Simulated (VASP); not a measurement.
# SiSe3Br in VASP: further runs

Aim: see how the results for SiSe3Br move with the level of theory and the settings. Levels: PBE, r2SCAN. Tasks: single point.

All numbers are computed with VASP 6.6.1; they aren't measurements. Logs are shortened: lines on timing, memory, paths and dates and some standing lists are left out, and cuts for length are marked.

## Step 1: The cell of the first run

The typed cell holds 5 atoms: a = 6.663 Å, b = 6.663 Å, c = 6.719 Å, α = 90.00°, β = 90.00°, γ = 60.00°.

## Step 2: Single point, PBE

File INCAR:

```
SYSTEM = SiSe3Br
PREC = Accurate
ENCUT = 500
EDIFF = 1E-6
ISMEAR = 0
SIGMA = 0.0675
LREAL = .FALSE.
LASPH = .TRUE.
NELM = 120
ALGO = Normal
ISIF = 2
LWAVE = .FALSE.
LCHARG = .FALSE.
GGA = PE
NBANDS = 22
GGA_COMPAT = .FALSE.
```

File KPOINTS:

```
Automatic mesh
0
G
  3 3 3
  0 0 0
```

File POSCAR:

```
SiSe3Br
1.0
    3.3315600000      5.7704290000      0.0000000000
   -3.3315600000      5.7704290000      0.0000000000
    0.0000000000      0.0000000000      6.7189520000
Br Si Se
1 1 3
Direct
    0.3333000000      0.3334000000      0.4999000000
    0.0000000000      0.0000000000      0.3382000000
    0.0000000000      0.6601000000      0.2340300000
    0.3399000000      0.0000000000      0.2340300000
    0.6601000000      0.3399000000      0.2340300000
```

Potentials or basis: VASP PAW PBE potentials, release 64 (Br, Si, Se).

The run is started by

```console
$ cat potpaw_PBE.64/Br/POTCAR potpaw_PBE.64/Si/POTCAR potpaw_PBE.64/Se/POTCAR > POTCAR
$ mpirun -np 1 vasp_std > vasp.out
```

OUTCAR:

```text
SYSTEM = SiSe3Br
   PREC = Accurate
   ENCUT = 500
   EDIFF = 1E-6
   ISMEAR = 0
   LREAL = .FALSE.
   LASPH = .TRUE.
   NELM = 120
   ISIF = 2
   GGA = PE

 ion  position               nearest neighbor table
   1  0.333  0.333  0.500-
   2  0.000  0.000  0.338-   3 2.37   4 2.37   5 2.37
   3  0.000  0.660  0.234-   2 2.37
   4  0.340  0.000  0.234-   2 2.37
   5  0.660  0.340  0.234-   2 2.37

  LATTYP: Found a hexagonal cell.
 ALAT       =     6.6631181047
 C/A-ratio  =     1.0083795446

  Lattice vectors:

 A1 = (   3.3315600000,  -5.7704290000,   0.0000000000)
 A2 = (   3.3315600000,   5.7704290000,   0.0000000000)
 A3 = (   0.0000000000,   0.0000000000,   6.7189520000)

Analysis of symmetry for initial positions (statically):
=====================================================================
 Subroutine PRICEL returns:
 Original cell was already a primitive cell.

 Routine SETGRP: Setting up the symmetry group for a
 hexagonal supercell.

 Subroutine GETGRP returns: Found  1 space group operations
 (whereof  1 operations were pure point group operations)
 out of a pool of 24 trial point group operations.

The static configuration has the point symmetry C_1 .

Analysis of symmetry for dynamics (positions and initial velocities):
=====================================================================
 Subroutine PRICEL returns:
 Original cell was already a primitive cell.

 Routine SETGRP: Setting up the symmetry group for a
 hexagonal supercell.

 Subroutine GETGRP returns: Found  1 space group operations
 (whereof  1 operations were pure point group operations)
 out of a pool of 24 trial point group operations.

The dynamic configuration has the point symmetry C_1 .

 Subroutine INISYM returns: Found  1 space group operations
 (whereof  1 operations are pure point group operations),
 and found     1 'primitive' translations

----------------------------------------------------------------------------------------

                                     Primitive cell

  volume of cell :     258.3374

  direct lattice vectors                    reciprocal lattice vectors
     3.331560000  5.770429000  0.000000000     0.150079842  0.086648670  0.000000000
    -3.331560000  5.770429000  0.000000000    -0.150079842  0.086648670  0.000000000
     0.000000000  0.000000000  6.718952000     0.000000000  0.000000000  0.148832735

  length of vectors
     6.663118105  6.663118105  6.718952000     0.173297291  0.173297291  0.148832735

  position of ions in fractional coordinates (direct lattice)
     0.333300000  0.333400000  0.499900000
     0.000000000  0.000000000  0.338200000
     1.000000000  0.660100000  0.234030000
     0.339900000  1.000000000  0.234030000
     0.660100000  0.339900000  0.234030000

  ion indices of the primitive-cell ions
   primitive index   ion index
                 1           1
                 2           2
                 3           3
                 4           4
                 5           5

----------------------------------------------------------------------------------------

 KPOINTS: Automatic mesh

Automatic generation of k-mesh.
 Grid dimensions read from file:
 generate k-points for:    3    3    3

 Generating k-lattice:

  Cartesian coordinates                     Fractional coordinates (reciprocal lattice)
     0.050026614  0.028882890  0.000000000     0.333333333  0.000000000  0.000000000
    -0.050026614  0.028882890  0.000000000     0.000000000  0.333333333  0.000000000
     0.000000000  0.000000000  0.049610912     0.000000000  0.000000000  0.333333333

  Length of vectors
     0.057765764  0.057765764  0.049610912

  Shift w.r.t. Gamma in fractional coordinates (k-lattice)
     0.000000000  0.000000000  0.000000000

 Subroutine IBZKPT returns following result:
 ===========================================

 Found     14 irreducible k-points:

 Following reciprocal coordinates:
            Coordinates               Weight
  0.000000  0.000000  0.000000      1.000000
  0.333333 -0.000000  0.000000      2.000000
  0.333333  0.333333  0.000000      2.000000
 -0.000000  0.333333  0.000000      2.000000
 -0.333333  0.333333  0.000000      2.000000
  0.000000  0.000000  0.333333      2.000000
  0.333333 -0.000000  0.333333      2.000000
  0.333333  0.333333  0.333333      2.000000
 -0.000000  0.333333  0.333333      2.000000
 -0.333333  0.000000  0.333333      2.000000
 -0.333333 -0.333333  0.333333      2.000000
  0.000000 -0.333333  0.333333      2.000000
 -0.333333  0.333333  0.333333      2.000000
  0.333333 -0.333333  0.333333      2.000000
   k-points           NKPTS =     14   k-points in BZ     NKDIM =     14   number of bands    NBANDS=     22
   number of dos      NEDOS =    301   number of ions     NIONS =      5
   total plane-waves  NPLWV = 125000
   dimension x,y,z NGX =    50 NGY =   50 NGZ =   50
   dimension x,y,z NGXF=   100 NGYF=  100 NGZF=  100
   ions per type =               1   1   3
   NGX,Y,Z   is equivalent  to a cutoff of  12.48, 12.48, 12.37 a.u.
   NGXF,Y,Z  is equivalent  to a cutoff of  24.95, 24.95, 24.74 a.u.
 SYSTEM =  SiSe3Br
   PREC   = accura    normal or accurate (medium, high low for compatibility)
   ISTART =      0    job   : 0-new  1-cont  2-samecut
   ICHARG =      2    charge: 1-file 2-atom 10-const
   ISPIN  =      1    spin polarized calculation?
   LNONCOLLINEAR =      F non collinear calculations
   LSORBIT =      F    spin-orbit coupling
   LASPH  =      T    aspherical Exc in radial PAW
   ENCUT  =  500.0 eV  36.75 Ry    6.06 a.u.  12.15 12.15 12.25*2*pi/ulx,y,z
   NELM   =    120;   NELMIN=  2; NELMDL= -5     # of ELM steps
   EDIFF  = 0.1E-05   stopping-criterion for ELM
   LREAL  =      F    real-space projection
   EDIFFG = 0.1E-04   stopping-criterion for IOM
   NSW    =      0    number of steps for IOM
   IBRION =     -1    ionic relax: 0-MD 1-quasi-New 2-CG
   NFREE  =      0    steps in history (QN), initial steepest desc. (CG)
   ISIF   =      2    stress and relaxation
   ISYM   =      2    0-nonsym 1-usesym 2-fastsym
   POTIM  = 0.5000    time-step for ionic-motion
   TEBEG  =    0.0;   TEEND  =   0.0 temperature during run
   PSTRESS=    0.0 pullay stress
   NELECT =      29.0000    total number of electrons
   NUPDOWN=      -1.0000    fix difference up-down
   EMIN   =  10.00;   EMAX   =-10.00  energy-range for DOS
   EFERMI =   0.00;   METHOD = LEGACY
   ISMEAR =     0;   SIGMA  =   0.07  broadening in eV -4-tet -1-fermi 0-gaus
   EFERMI_NEDOS =   21; number of points for ismear=-14 and -15
   IALGO  =     38    algorithm
   IMIX   =      4    mixing-type and parameters
     AMIX     =   0.40;   BMIX     =  1.00
     AMIX_MAG =   1.60;   BMIX_MAG =  1.00
  volume/ion in A,a.u.               =      51.67       348.67
  Fermi-wavevector in a.u.,A,eV,Ry     =   0.789730  1.492373  8.485584  0.623673
  Thomas-Fermi vector in A             =   1.894930
   LORBIT       =      0    0 simple, 1 ext, 2 COOP (PROOUT), +10 PAW based schemes
   GGA     = PE    functional components
   LHFCALC =     F    Hartree Fock is set to
   AEXX    =    0.0000 exact exchange contribution
   IVDW    =     0    specifies the selected vdW correction
   LEPSILON=     F    determine dielectric tensor
   LRPA    =     F    only Hartree local field effects (RPA)
 non-spin polarized calculation
 Gauss-broadening in eV      SIGMA  =   0.07
  energy-cutoff  :      500.00
  volume of cell :      258.34
 maximum number of plane-waves:      6582
 NGX is ok and might be reduce to    50
   NGX = 25   NGY = 25   NGZ = 25

 number of electron      29.0000001 magnetization

 Free energy of the ion-electron system (eV)
  ---------------------------------------------------
  ext. energy  EPLUGINS =         0.00000000
  ---------------------------------------------------
  free energy    TOTEN  =       -14.85173055 eV

  energy without entropy =      -14.80436220  energy(sigma->0) =      -14.82804637

 E-fermi :  -1.2505     XC(G=0):  -5.8457

 val. band max:       -1.2566448857   @ k =  -0.3333   0.3333   0.0000
 cond. band min:      -1.2469007375   @ k =   0.3333   0.3333   0.3333
 fundamental gap:      0.0097441482
 Fermi energy:        -1.2505401369

 k-point     1 :       0.0000    0.0000    0.0000
  band No.  band energies     occupation
      1     -16.3743      2.00000
      2     -14.0725      2.00000
      3     -13.4322      2.00000
      4     -13.4314      2.00000
      5      -8.0231      2.00000
      6      -5.3561      2.00000
[... 14 lines left out ...]
     21       3.1815      0.00000
     22       5.7008      0.00000

 k-point     2 :       0.3333   -0.0000    0.0000
  band No.  band energies     occupation
      1     -16.3483      2.00000
      2     -14.0938      2.00000
      3     -13.5303      2.00000
      4     -13.3919      2.00000
      5      -7.9579      2.00000
      6      -5.3263      2.00000
[... 14 lines left out ...]
     21       3.8573      0.00000
     22       4.8169      0.00000

 k-point     3 :       0.3333    0.3333    0.0000
  band No.  band energies     occupation
      1     -16.3483      2.00000
      2     -14.0936      2.00000
      3     -13.5310      2.00000
      4     -13.3915      2.00000
      5      -7.9579      2.00000
      6      -5.3263      2.00000
[... 14 lines left out ...]
     21       3.8573      0.00000
     22       4.8168      0.00000
[... 226 lines left out ...]
 k-point    13 :      -0.3333    0.3333    0.3333
  band No.  band energies     occupation
      1     -16.3342      2.00000
      2     -14.0869      2.00000
      3     -13.6137      2.00000
      4     -13.3581      2.00000
      5      -7.8891      2.00000
      6      -5.2959      2.00000
[... 14 lines left out ...]
     21       4.5959      0.00000
     22       4.7230      0.00000

 k-point    14 :       0.3333   -0.3333    0.3333
  band No.  band energies     occupation
      1     -16.3342      2.00000
      2     -14.0869      2.00000
      3     -13.6137      2.00000
      4     -13.3580      2.00000
      5      -7.8886      2.00000
      6      -5.2955      2.00000
[... 14 lines left out ...]
     21       4.2172      0.00000
     22       4.7544      0.00000

------------------------ aborting loop because EDIFF is reached ----------------------------------------

  FORCE on cell =-STRESS in cart. coord.  units (eV):
  Direction    XX          YY          ZZ          XY          YZ          ZX
  --------------------------------------------------------------------------------------
  -------------------------------------------------------------------------------------
  Total       -4.5147569     -4.5103763     -0.6170619     -0.0013697      0.0025416     -0.0028599
  in kB      -27.9999769    -27.9728094     -3.8269436     -0.0084945      0.0157627     -0.0177366
  external PRESSURE =     -19.9332433 kB  Pullay stress =       0.0000000 kB

 VOLUME and BASIS-vectors are now :
 -----------------------------------------------------------------------------
  energy-cutoff  :      500.00
  volume of cell :      258.34
      direct lattice vectors                 reciprocal lattice vectors
     3.331560000  5.770429000  0.000000000     0.150079842  0.086648670  0.000000000
    -3.331560000  5.770429000  0.000000000    -0.150079842  0.086648670  0.000000000
     0.000000000  0.000000000  6.718952000     0.000000000  0.000000000  0.148832735

 POSITION                                       TOTAL-FORCE (eV/Angst)
 -----------------------------------------------------------------------------------
     -0.00033      3.84715      3.35880        -0.001686      0.001025      0.512019
      0.00000      0.00000      2.27235         0.000123      0.001194     -1.972789
     -2.19916      3.80906      1.57244        -1.160350      1.183731      0.487669
      1.13240      1.96137      1.57244        -0.445071     -1.599006      0.486316
      1.06677      5.77043      1.57244         1.606984      0.413056      0.486786
 -----------------------------------------------------------------------------------
    total drift:                                0.000054      0.000019     -0.000289

  FREE ENERGIE OF THE ION-ELECTRON SYSTEM (eV)
  ---------------------------------------------------
  free  energy   TOTEN  =       -14.8517305485 eV

  energy  without entropy=      -14.8043621978  energy(sigma->0) =      -14.82804637
```

Run time: 1.7 min. Hardware: 1 thread of Intel Xeon 6975P-C, shared host; peak memory 0.38 GiB.

Results:

| Property | Result |
| --- | --- |
| Free energy | -14.8517 eV |
| Pressure | -2.0 GPa |
| Largest force | 1.973 eV/Å |
| Band gap on the k mesh | zero (an odd number of electrons rules out a gap without spin polarisation) |

Forces on the atoms (eV/Å):
```
Br  -0.002  0.001  0.512
Si   0.000  0.001 -1.973
Se  -1.160  1.184  0.488
Se  -0.445 -1.599  0.486
Se   1.607  0.413  0.487
```

Caveat: the k points lie up to 0.36 Å⁻¹ apart, too coarse for converged energies and pressures of a metal; an odd number of electrons without spin polarisation forces a metal; a magnetic or distorted state may lie lower.

## Step 3: Single point, r2SCAN

POSCAR is that of step 2.

File INCAR.step1:

```
SYSTEM = SiSe3Br
ALGO = Normal ; EDIFF = 1E-5
ENCUT = 550 ; GGA = PE
GGA_COMPAT = .False. ; ISMEAR = 0
LASPH = .True. ; LCHARG = .False.
LREAL = .False. ; LWAVE = .True.
NBANDS = 22 ; NELM = 120
PREC = Accurate ; SIGMA = 0.0675
```

File INCAR.step2:

```
SYSTEM = SiSe3Br
ALGO = Normal ; EDIFF = 1E-6
ENCUT = 550 ; GGA_COMPAT = .False.
ISIF = 2 ; ISMEAR = 0
ISTART = 1 ; LASPH = .True.
LCHARG = .False. ; LMIXTAU = .True.
LREAL = .False. ; LWAVE = .False.
METAGGA = R2SCAN ; NBANDS = 22
NELM = 120 ; PREC = Accurate
SIGMA = 0.0675
```

File KPOINTS:

```
k-points
0
Gamma
  3 3 3
  0 0 0
```

Potentials or basis: VASP PAW PBE potentials, release 64 (Br, Si, Se).

The run is started by

```console
$ cat potpaw_PBE.64/Br/POTCAR potpaw_PBE.64/Si/POTCAR potpaw_PBE.64/Se/POTCAR > POTCAR
$ cp INCAR.step1 INCAR
$ mpirun -np 1 vasp_std > vasp.out
$ cp INCAR.step2 INCAR
$ mpirun -np 1 vasp_std > vasp.out
```

Wall time 9 min (1 thread of Intel Xeon 6975P-C, shared host); peak memory 0.48 GiB.

It converged, with:

| Quantity | Value |
| --- | --- |
| Free energy | -61.7338 eV |
| Pressure | -2.6 GPa |
| Largest force | 2.310 eV/Å |
| Band gap on the k mesh | zero (an odd number of electrons rules out a gap without spin polarisation) |

Forces in eV/Å, atoms in the order of the input:
```
Br  -0.002  0.001  0.498
Si   0.000  0.001 -2.310
Se  -1.298  1.443  0.605
Se  -0.601 -1.848  0.603
Se   1.900  0.403  0.604
```

Stress tensor (GPa, compression positive):
```
-3.60  0.00  0.00
 0.00 -3.60  0.00
 0.00  0.00 -0.60
```

Levels at points of the mesh, in eV from the Fermi level:
```csv
k point,band 11,band 12,band 13,band 14,band 15,band 16,band 17,band 18
"(0.00, 0.00, 0.00)",-2.35,-0.68,-0.68,-0.36,0.04,0.04,0.47,4.15
```

Caveat: the k points lie up to 0.36 Å⁻¹ apart, too coarse for converged energies and pressures of a metal; the PAW data sets were made with another functional, which shifts forces and pressure a little; an odd number of electrons without spin polarisation forces a metal; a magnetic or distorted state may lie lower.

## Step 4: Single point, r2SCAN

POSCAR is that of step 3.

File INCAR.step1:

```
PREC = Accurate ; ENCUT = 550
ISMEAR = 1 ; SIGMA = 0.005
LREAL = False ; LASPH = True
NELM = 120 ; NBANDS = 22
GGA = PE ; ALGO = Normal
EDIFF = 1E-5 ; LWAVE = True
LCHARG = False ; GGA_COMPAT = False
```

File INCAR.step2:

```
PREC = Accurate ; ENCUT = 550
EDIFF = 1E-6 ; ISMEAR = 1
SIGMA = 0.005 ; LREAL = False
LASPH = True ; NELM = 120
ALGO = Normal ; ISIF = 2
LWAVE = False ; LCHARG = False
METAGGA = R2SCAN ; LMIXTAU = True
NBANDS = 22 ; ISTART = 1
GGA_COMPAT = False
```

File KPOINTS:

```
regular mesh
0
Gamma
  3 3 3
```

The run is started by

```console
$ cat potpaw_PBE.64/Br/POTCAR potpaw_PBE.64/Si/POTCAR potpaw_PBE.64/Se/POTCAR > POTCAR
$ cp INCAR.step1 INCAR
$ mpirun -np 1 vasp_std > vasp.out
$ cp INCAR.step2 INCAR
$ mpirun -np 1 vasp_std > vasp.out
```

Wall time 7.7 min (1 thread of Intel Xeon 6975P-C, shared host); peak memory 0.48 GiB.

It converged, with:

- Free energy: -61.7002 eV
- Pressure: -2.6 GPa
- Largest force: 2.297 eV/Å
- Band gap on the k mesh: zero (an odd number of electrons rules out a gap without spin polarisation)

Forces in eV/Å, atoms in the order of the input:
```
Br  -0.003  0.002  0.520
Si   0.000  0.002 -2.297
Se  -1.326  1.430  0.593
Se  -0.575 -1.867  0.591
Se   1.904  0.434  0.592
```

Stress tensor (GPa, compression positive):
```
-3.64  0.00  0.00
 0.00 -3.63  0.00
 0.00  0.00 -0.60
```

Levels at points of the mesh, in eV from the Fermi level:
```csv
k point,band 11,band 12,band 13,band 14,band 15,band 16,band 17,band 18
"(0.00, 0.00, 0.00)",-2.36,-0.70,-0.70,-0.37,0.03,0.03,0.46,4.14
```

Caveat: the k points lie up to 0.36 Å⁻¹ apart, too coarse for converged energies and pressures of a metal; the PAW data sets were made with another functional, which shifts forces and pressure a little; an odd number of electrons without spin polarisation forces a metal; a magnetic or distorted state may lie lower.

## Step 5: Summary

| level | cutoff (eV) | smearing | gap on the mesh (eV) | pressure (GPa) | largest force (eV/Å) |
| --- | --- | --- | --- | --- | --- |
| PBE | 500 | gaussian 0.0675 eV | none | -2.0 | 1.97 |
| r2SCAN | 550 | gaussian 0.0675 eV | none | -2.6 | 2.31 |
| r2SCAN | 550 | methfessel-paxton 0.005 eV | none | -2.6 | 2.30 |

Alike in all rows: task single point; potentials or basis VASP PAW PBE potentials, release 64 (Br, Si, Se); no spin polarisation; cell as given; k mesh 3 × 3 × 3.

Caveats: all runs use coarse meshes; an odd number of electrons without spin polarisation forces a metal; a magnetic or distorted state may lie lower; the PAW data sets were made with another functional, which shifts forces and pressure a little (at least some runs).

Absolute energies hang on the potentials; compare differences alone.
